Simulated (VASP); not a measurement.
Crystal: EuS.

```
Eu S
1.0
     0.00000    2.97850    2.97850
     2.97850    0.00000    2.97850
     2.97850    2.97850    0.00000
Eu S
1 1
Direct
  0.00000 0.00000 0.00000
  0.50000 0.50000 0.50000
```

* Program: VASP 6.6.1
* Task: relaxation of cell and atoms
* Functional: PBEsol
* Potentials or basis: VASP PAW PBE potentials, release 64 (Eu, S)
* Cutoff: 600 eV
* k mesh: 8 × 8 × 8
* Occupations: fermi-dirac, width 0.05 eV
* Spin: collinear spin, ferromagnetic start
* Starting moments: [7.0, 0.0] μB

At the start: pressure -5.7 GPa; volume 26.42 Å³/atom.

Question: Where does the relaxation end?

Answer: Over 3 steps the energy falls by 60.9 meV/atom and the volume is 23.36 Å³/atom (-11.6 %); space group Fm-3m (No. 225, to 0.1 Å) before and after; moment 6.90 μB per cell.

The path:
```
step  energy change (eV)  largest force (eV/Å)  pressure (GPa)  volume (Å³)
   1              0.0000                0.0000           -5.73        52.85
   2             -0.1192                0.0000            1.06        45.95
   3             -0.1217                0.0000            0.01        46.72
```

Final structure:
```xyz
2
Lattice="0.0000 2.8586 2.8586 2.8586 0.0000 2.8586 2.8586 2.8586 0.0000" Properties=species:S:1:pos:R:3 pbc="T T T"
Eu    0.0000    0.0000    0.0000
S     2.8586    2.8586    2.8586
```

Caveat: the PAW data sets were made with another functional, which shifts forces and pressure a little; a cell with one magnetic atom can't hold antiferromagnetic order, which such compounds often take; semilocal functionals describe open f shells poorly, which spoils levels, moments and volumes.
